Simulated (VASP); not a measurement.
A run of VASP 6.6.1 is set up as follows.

INCAR

```
SYSTEM = HgTe
  ALGO = Normal
  EDIFF = 1E-8
  ENCUT = 520
  GGA = PS
  ISIF = 2
  ISMEAR = -1
  LASPH = .TRUE.
  LCHARG = .FALSE.
  LEFG = .TRUE.
  LREAL = .FALSE.
  LWAVE = .FALSE.
  NBANDS = 16
  NELM = 60
  PREC = Accurate
  SIGMA = 0.05
```

Contents of KPOINTS:

```
k-points
0
G
  9 9 9
  0 0 0
```

POSCAR

```
HgTe
1.0
    0.0000000000      3.2235000000      3.1912650000
    3.2235000000      0.0000000000      3.1912650000
    3.2235000000      3.2235000000      0.0000000000
Hg Te
1 1
Direct
    0.0000000000      0.0000000000      0.0000000000
    0.7500000000      0.7500000000      0.7500000000
```

Potentials or basis: VASP PAW PBE potentials, release 64 (Hg, Te).

Command:

```sh
$ cat potpaw_PBE.64/Hg/POTCAR potpaw_PBE.64/Te/POTCAR > POTCAR
$ mpirun -np 1 vasp_std > vasp.out
```

(1) Estimate the pressure.

Results:

(1) 2.0 GPa.

Caveat: the cell differs from its parent crystal (zz strain of -1 %); without QUAD_EFG the Cq values of the log hold for a quadrupole moment of 1 mb, not for the nuclei; the PAW data sets were made with another functional, which shifts forces and pressure a little.
